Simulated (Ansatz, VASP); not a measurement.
One calculation of InP, two programs

```xyz
2
Lattice="0.0000 2.4909 2.9305 2.4909 0.0000 2.9305 2.4909 2.4909 0.0000" Properties=species:S:1:pos:R:3 pbc="T T T"
In    0.0000    0.0000    0.0000
P     3.7364    3.7364    4.3957
```

Change from the starting cell: strain -0.1500 x Voigt [1, 1, 0, 0, 0, 0], atoms carried along.

Alike in both runs: task single point; functional PBE; k mesh 8 × 8 × 8; occupations gaussian, width 0.05 eV; no spin polarisation.

|  | VASP | Ansatz |
| --- | --- | --- |
| version | VASP 6.6.1 | Ansatz 0.2.0 |
| potentials or method | VASP PAW PBE potentials, release 64 (In_d, P), cutoff 520 eV | scalar-relativistic, plane waves, PAW |
| valence electrons in the cell | 18 | 18 |

```csv
,VASP,Ansatz,Ansatz less VASP
gap on the k mesh at the Fermi level (eV),0.27,0.27,+0.002
least direct gap on the mesh (eV),1.84,1.84,-0.001
pressure (GPa),49.5,49.8,+0.38
"traceless stress, the component that is largest in VASP (GPa)",-2.63,-2.57,+0.060
```

Both programs put the cell under a high pressure, so it lies far from rest at this level. With one functional, cell and mesh, what is left measures potentials, basis and numerics.
